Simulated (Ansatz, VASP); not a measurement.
## Two plane-wave programs on BN

```
CELL_PARAMETERS angstrom
0.00000 1.75327 1.80750
1.75327 0.00000 1.80750
1.75327 1.75327 0.00000
ATOMIC_POSITIONS crystal
B 0.00000 0.00000 0.00000
N 0.25000 0.25000 0.25000
```

Alike in both runs: task single point; functional r2SCAN; k mesh 10 × 10 × 10; occupations gaussian, width 0.05 eV; no spin polarisation.

|  | VASP | Ansatz |
| --- | --- | --- |
| version | VASP 6.6.1 | Ansatz 0.2.0 |
| potentials or method | VASP PAW PBE potentials, release 64 (B, N), cutoff 520 eV | plane waves, PAW |
| valence electrons in the cell | 8 | 8 |

```csv
,VASP,Ansatz,Ansatz less VASP
pressure (GPa),25.9,24.5,-1.35
"traceless stress, the component that is largest in VASP (GPa)",-14.48,-14.51,-0.037
```

VASP's potentials were made for PBE, not for r2SCAN.
